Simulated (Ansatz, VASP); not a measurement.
One calculation of PbSe, two programs

File INCAR:

```
ALGO     = Normal         # electronic algorithm
EDIFF    = 1E-7           # SCF threshold, eV
ENCUT    = 520            # plane-wave cutoff, eV
GGA      = PS             # functional
ISIF     = 2              # what is computed and relaxed
ISMEAR   = 1              # smearing method
LASPH    = True           # aspherical terms in the spheres
LCHARG   = False          # write CHGCAR
LREAL    = False          # projectors in reciprocal space
LWAVE    = False          # write WAVECAR
NBANDS   = 17             # bands
NELM     = 60             # most SCF steps
PREC     = Accurate       # precision mode
SIGMA    = 0.5            # smearing width, eV
```

KPOINTS

```
k-points
0
Gamma
  4 4 4
```

Contents of POSCAR:

```
PbSe
1.0
    0.0000000000      3.4232041400      3.4232041400
    3.4232041400      0.0000000000      3.4232041400
    3.4232041400      3.4232041400      0.0000000000
Pb Se
1 1
Direct
    0.0000000000      0.0000000000      0.0000000000
    0.2500000000      0.2500000000      0.2500000000
```

Input for Ansatz:

```yaml
crystal:
  lattice:
    - [0.0, 3.42320414, 3.42320414]
    - [3.42320414, 0.0, 3.42320414]
    - [3.42320414, 3.42320414, 0.0]
  atoms:
    - { symbol: Pb, position: [0.0, 0.0, 0.0] }
    - { symbol: Se, position: [0.25, 0.25, 0.25] }
kpoints:
  mp_grid: { grid: [4, 4, 4] }
hamiltonian:
  xc: pbesol
scf:
  occupations: { method: methfessel_paxton, width: 0.5 }
  n_extra_bands: 4
output:
  forces: true
  stress: true
  eigenvalues: true
```

Alike in both runs: task single point; functional PBEsol; k mesh 4 × 4 × 4; occupations methfessel-paxton of order 1, width 0.5 eV; no spin polarisation.

```csv
,VASP,Ansatz
version,VASP 6.6.1,Ansatz 0.2.0
potentials or method,"VASP PAW PBE potentials, release 64 (Pb_d, Se)",plane waves
plane-wave cutoff (eV),520,420
valence electrons in the cell,20,30
```

|  | VASP | Ansatz | Ansatz less VASP |
| --- | --- | --- | --- |
| pressure (GPa) | -1.0 | -1.0 | +0.01 |

VASP's potentials were made for PBE, not for PBEsol. With one functional, cell and mesh, what is left measures potentials, basis and numerics. VASP's potentials hold 20 valence electrons a cell and Ansatz's 30, so a difference there can come from the potentials and not from the codes.

Neither program's run includes spin-orbit coupling.
